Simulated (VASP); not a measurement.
# MgCd3 (Pm-3m) in VASP: further runs, part 2 of 2

VASP 6.6.1. The steps go on from the part before.

### 3 Single point, LDA

This run uses another cell than the first one, of 21.22 Å³/atom, 1.026 times its volume.

Contents of INCAR:

```
SYSTEM = MgCd3
  PREC = Accurate
  ENCUT = 520
  EDIFF = 1E-7
  ISMEAR = 0
  SIGMA = 0.15
  LREAL = .False.
  LASPH = .True.
  NELM = 100
  ALGO = Normal
  ISIF = 2
  LWAVE = .False.
  LCHARG = .True.
  GGA = CA
  LELF = .True.
  LVHAR = .True.
  NBANDS = 27
```

Contents of KPOINTS:

```
regular mesh
0
Gamma
  5 5 5
  0 0 0
```

Contents of POSCAR:

```
MgCd3
1.0
    4.3949820000      0.0000000000      0.0000000000
    0.0000000000      4.3949820000      0.0000000000
    0.0000000000      0.0000000000      4.3949820000
Mg Cd
1 3
Direct
    0.0000000000      0.0000000000      0.0000000000
    0.5000000000      0.5000000000      0.0000000000
    0.5000000000      0.0000000000      0.5000000000
    0.0000000000      0.5000000000      0.5000000000
```

Potentials or basis: VASP PAW LDA potentials, release 64 (Mg, Cd).

The run is started by

```bash
> cat potpaw_LDA.64/Mg/POTCAR potpaw_LDA.64/Cd/POTCAR > POTCAR
> mpirun -np 1 vasp_std > vasp.out
```

It took 8.5 s on 1 thread of Intel Xeon 6975P-C (Granite Rapids), shared host; peak memory 0.17 GiB.

The run converged. Its results:

* Free energy: -6.7772 eV
* Pressure: -3.8 GPa
* Band gap on the k mesh: zero (band 19 reaches 3.80 eV, above the bottom of band 20 at 1.91 eV)

Levels at points of the mesh, in eV from the Fermi level:
```
           k point  band 15  band 16  band 17  band 18  band 19  band 20  band 21  band 22  band 23  band 24
(0.00, 0.00, 0.00)    -8.23    -8.23    -0.87    -0.87    -0.87     0.74     0.74     2.44     6.80     6.80
```

### 4 Single point, LDA

This run uses another cell than the first one, of 21.75 Å³/atom, 1.051 times its volume.

Contents of INCAR:

```
SYSTEM = MgCd3
ALGO = Normal
EDIFF = 1E-6
ENCUT = 520
GGA = CA
ISIF = 2
ISMEAR = 0
LASPH = .TRUE.
LCHARG = .TRUE.
LELF = .TRUE.
LREAL = .FALSE.
LVHAR = .TRUE.
LWAVE = .FALSE.
NBANDS = 27
NELM = 100
PREC = Accurate
SIGMA = 0.15
```

Contents of KPOINTS:

```
k-points
0
G
  5 5 5
  0 0 0
```

Contents of POSCAR:

```
MgCd3
1.0
    4.4313058125      0.0000000000      0.0000000000
    0.0000000000      4.4313058125      0.0000000000
    0.0000000000      0.0000000000      4.4313058125
Mg Cd
1 3
Direct
    0.0000000000      0.0000000000      0.0000000000
    0.5000000000      0.5000000000      0.0000000000
    0.5000000000      0.0000000000      0.5000000000
    0.0000000000      0.5000000000      0.5000000000
```

Potentials or basis: VASP PAW LDA potentials, release 64 (Mg, Cd).

The run is started by

```bash
> cat potpaw_LDA.64/Mg/POTCAR potpaw_LDA.64/Cd/POTCAR > POTCAR
> mpirun -np 1 vasp_std > vasp.out
```

OUTCAR:

```text
SYSTEM = MgCd3
   EDIFF = 1E-6
   ENCUT = 520
   GGA = CA
   ISIF = 2
   ISMEAR = 0
   LASPH = .TRUE.
   LREAL = .FALSE.
   NELM = 100
   PREC = Accurate

 ion  position               nearest neighbor table
   1  0.000  0.000  0.000-   2 3.13   3 3.13   4 3.13   3 3.13   4 3.13   2 3.13   4 3.13   4 3.13
                             2 3.13   3 3.13   3 3.13   2 3.13
   2  0.500  0.500  0.000-   1 3.13   3 3.13   4 3.13   3 3.13   4 3.13   1 3.13   3 3.13   3 3.13
                             1 3.13   4 3.13   4 3.13   1 3.13
[... 489 lines left out ...]
  --------------------------------------------------------------------------------------
  -------------------------------------------------------------------------------------
  Total       -2.5937309     -2.5937309     -2.5937309      0.0000000      0.0000000     -0.0000000
  in kB      -47.7573617    -47.7573617    -47.7573617      0.0000000      0.0000000     -0.0000000
  external PRESSURE =     -47.7573617 kB  Pullay stress =       0.0000000 kB

 VOLUME and BASIS-vectors are now :
 -----------------------------------------------------------------------------
  energy-cutoff  :      520.00
  volume of cell :       87.02
      direct lattice vectors                 reciprocal lattice vectors
     4.431305812  0.000000000  0.000000000     0.225667115  0.000000000  0.000000000
     0.000000000  4.431305812  0.000000000     0.000000000  0.225667115  0.000000000
     0.000000000  0.000000000  4.431305812     0.000000000  0.000000000  0.225667115

 POSITION                                       TOTAL-FORCE (eV/Angst)
 -----------------------------------------------------------------------------------
      0.00000      0.00000      0.00000         0.000000      0.000000      0.000000
      2.21565      2.21565      0.00000         0.000000      0.000000      0.000000
      2.21565      0.00000      2.21565         0.000000      0.000000      0.000000
      0.00000      2.21565      2.21565         0.000000      0.000000      0.000000
 -----------------------------------------------------------------------------------
    total drift:                                0.000000      0.000000      0.000000

  FREE ENERGIE OF THE ION-ELECTRON SYSTEM (eV)
  ---------------------------------------------------
  free  energy   TOTEN  =        -6.7207067077 eV

  energy  without entropy=       -6.6996702469  energy(sigma->0) =       -6.71018848
```

stdout:

```text
POSCAR found type information on POSCAR MgCd
 POSCAR found :  2 types and       4 ions
 scaLAPACK will be used
 LDA part: xc-table for (Slater(with rela. corr.)+CA(PZ))
 , standard interpolation
 POSCAR, INCAR and KPOINTS ok, starting setup
 FFT: planning ... GRIDC
 FFT: planning ... GRID_SOFT
 FFT: planning ... GRID
 WAVECAR not read
 entering main loop
```

Run time: 7.8 s. Hardware: 1 thread of Intel Xeon 6975P-C (Granite Rapids), shared host; peak memory 0.17 GiB.

What came out:

- Free energy: -6.7207 eV
- Pressure: -4.8 GPa
- Band gap on the k mesh: zero (band 19 reaches 3.64 eV, above the bottom of band 20 at 1.75 eV)

### 5 Single point, LDA

This run uses another cell than the first one, of 22.28 Å³/atom, 1.077 times its volume.

Contents of INCAR:

```
SYSTEM = MgCd3
  PREC = Accurate
  ENCUT = 520
  EDIFF = 1E-6
  ISMEAR = 0
  SIGMA = 0.15
  LREAL = .FALSE.
  LASPH = .TRUE.
  NELM = 60
  ALGO = Normal
  ISIF = 2
  LWAVE = .FALSE.
  LCHARG = .FALSE.
  GGA = CA
  NBANDS = 27
```

Contents of KPOINTS:

```
regular mesh
0
G
  5 5 5
  0 0 0
```

Contents of POSCAR:

```
MgCd3
1.0
    4.4670436931      0.0000000000      0.0000000000
    0.0000000000      4.4670436931      0.0000000000
    0.0000000000      0.0000000000      4.4670436931
Mg Cd
1 3
Direct
    0.0000000000      0.0000000000      0.0000000000
    0.5000000000      0.5000000000      0.0000000000
    0.5000000000      0.0000000000      0.5000000000
    0.0000000000      0.5000000000      0.5000000000
```

Potentials or basis: VASP PAW LDA potentials, release 64 (Mg, Cd).

The run is started by

```bash
> cat potpaw_LDA.64/Mg/POTCAR potpaw_LDA.64/Cd/POTCAR > POTCAR
> mpirun -np 1 vasp_std > vasp.out
```

OUTCAR:

```text
SYSTEM = MgCd3
   PREC = Accurate
   ENCUT = 520
   EDIFF = 1E-6
   ISMEAR = 0
   LREAL = .FALSE.
   LASPH = .TRUE.
   NELM = 60
   ISIF = 2
   GGA = CA

 ion  position               nearest neighbor table
   1  0.000  0.000  0.000-   2 3.16   3 3.16   4 3.16   3 3.16   4 3.16   2 3.16   4 3.16   4 3.16
                             2 3.16   3 3.16   3 3.16   2 3.16
   2  0.500  0.500  0.000-   1 3.16   3 3.16   4 3.16   3 3.16   4 3.16   1 3.16   3 3.16   3 3.16
                             1 3.16   4 3.16   4 3.16   1 3.16
   3  0.500  0.000  0.500-   1 3.16   2 3.16   4 3.16   1 3.16   2 3.16   2 3.16   4 3.16   2 3.16
                             1 3.16   4 3.16   1 3.16   4 3.16
   4  0.000  0.500  0.500-   1 3.16   2 3.16   3 3.16   1 3.16   2 3.16   1 3.16   3 3.16   1 3.16
[... 488 lines left out ...]
  Total       -3.1311560     -3.1311560     -3.1311560      0.0000000     -0.0000000      0.0000000
  in kB      -56.2800778    -56.2800778    -56.2800778      0.0000000     -0.0000000      0.0000000
  external PRESSURE =     -56.2800778 kB  Pullay stress =       0.0000000 kB

 VOLUME and BASIS-vectors are now :
 -----------------------------------------------------------------------------
  energy-cutoff  :      520.00
  volume of cell :       89.14
      direct lattice vectors                 reciprocal lattice vectors
     4.467043693  0.000000000  0.000000000     0.223861701  0.000000000  0.000000000
     0.000000000  4.467043693  0.000000000     0.000000000  0.223861701  0.000000000
     0.000000000  0.000000000  4.467043693     0.000000000  0.000000000  0.223861701

 POSITION                                       TOTAL-FORCE (eV/Angst)
 -----------------------------------------------------------------------------------
      0.00000      0.00000      0.00000         0.000000      0.000000      0.000000
      2.23352      2.23352      0.00000         0.000000      0.000000      0.000000
      2.23352      0.00000      2.23352         0.000000      0.000000      0.000000
      0.00000      2.23352      2.23352         0.000000      0.000000      0.000000
 -----------------------------------------------------------------------------------
    total drift:                                0.000000      0.000000      0.000000

  FREE ENERGIE OF THE ION-ELECTRON SYSTEM (eV)
  ---------------------------------------------------
  free  energy   TOTEN  =        -6.6519073010 eV

  energy  without entropy=       -6.6325282156  energy(sigma->0) =       -6.64221776
```

OSZICAR:

```text
N       E                     dE             d eps       ncg     rms          rms(c)
DAV:   1     0.284407010482E+03    0.28441E+03   -0.19456E+04   548   0.134E+03
DAV:   2     0.142011585605E+01   -0.28299E+03   -0.27090E+03   552   0.358E+02
DAV:   3    -0.688743407567E+01   -0.83075E+01   -0.82832E+01   617   0.694E+01
DAV:   4    -0.690930713092E+01   -0.21873E-01   -0.21868E-01   586   0.333E+00
DAV:   5    -0.690939056045E+01   -0.83430E-04   -0.83428E-04   595   0.196E-01    0.463E+00
DAV:   6    -0.668316905561E+01    0.22622E+00   -0.59322E-01   607   0.752E+00    0.393E+00
DAV:   7    -0.665896291341E+01    0.24206E-01   -0.37162E-02   561   0.127E+00    0.217E+00
DAV:   8    -0.665193912308E+01    0.70238E-02   -0.72766E-03   580   0.695E-01    0.112E-01
DAV:   9    -0.665191447405E+01    0.24649E-04   -0.25181E-04   581   0.953E-02    0.310E-02
DAV:  10    -0.665190767526E+01    0.67988E-05   -0.28038E-05   613   0.502E-02    0.103E-02
DAV:  11    -0.665190730099E+01    0.37427E-06   -0.20653E-06   484   0.768E-03
   1 F= -.66519073E+01 E0= -.66422178E+01  d E =-.193791E-01
```

Wall time 7.3 s (1 thread of Intel Xeon 6975P-C (Granite Rapids), shared host); peak memory 0.18 GiB.

Results:

```
Free energy            : -6.6519 eV
Pressure               : -5.6 GPa
Band gap on the k mesh : zero (band 19 reaches 3.49 eV, above the bottom of band 20 at 1.59 eV)
```

Levels at points of the mesh, in eV from the Fermi level:
```
           k point  band 15  band 16  band 17  band 18  band 19  band 20  band 21  band 22  band 23  band 24
(0.00, 0.00, 0.00)    -8.20    -8.20    -0.76    -0.76    -0.76     0.61     0.61     2.24     6.60     6.60
```

### 6 The runs side by side

```tsv
cell	gap on the mesh (eV)	pressure (GPa)
a = 4.358 Å, 4 atoms	none	-2.6
a = 4.395 Å, 4 atoms	none	-3.8
a = 4.431 Å, 4 atoms	none	-4.8
a = 4.467 Å, 4 atoms	none	-5.6
```

Alike in all rows: task single point; level LDA; potentials or basis VASP PAW LDA potentials, release 64 (Mg, Cd); no spin polarisation; k mesh 5 × 5 × 5; cutoff (eV) 520; smearing gaussian 0.15 eV.

Absolute energies hang on the potentials; compare differences alone.
